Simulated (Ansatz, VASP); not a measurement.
Ca: VASP beside Ansatz

```
Ca
1.0
    -2.28107    2.28107    2.28107
     2.28107   -2.28107    2.28107
     2.28107    2.28107   -2.28107
Ca
1
Direct
  0.00000 0.00000 0.00000
```

Alike in both runs: task single point; functional revPBE; k mesh 11 × 11 × 11; occupations fermi-dirac, width 0.1 eV; no spin polarisation.

|  | VASP | Ansatz |
| --- | --- | --- |
| version | VASP 6.6.1 | Ansatz 0.2.0 |
| potentials or method | VASP PAW PBE potentials, release 64 (Ca_sv), cutoff 520 eV | plane waves (420 eV) with PAW, scalar-relativistic |
| valence electrons in the cell | 10 | 10 |

|  | VASP | Ansatz | Ansatz less VASP |
| --- | --- | --- | --- |
| pressure (GPa) | -1.1 | -1.1 | -0.01 |

VASP's potentials were made for PBE, not for revPBE. With one functional, cell and mesh, what is left measures potentials, basis and numerics.
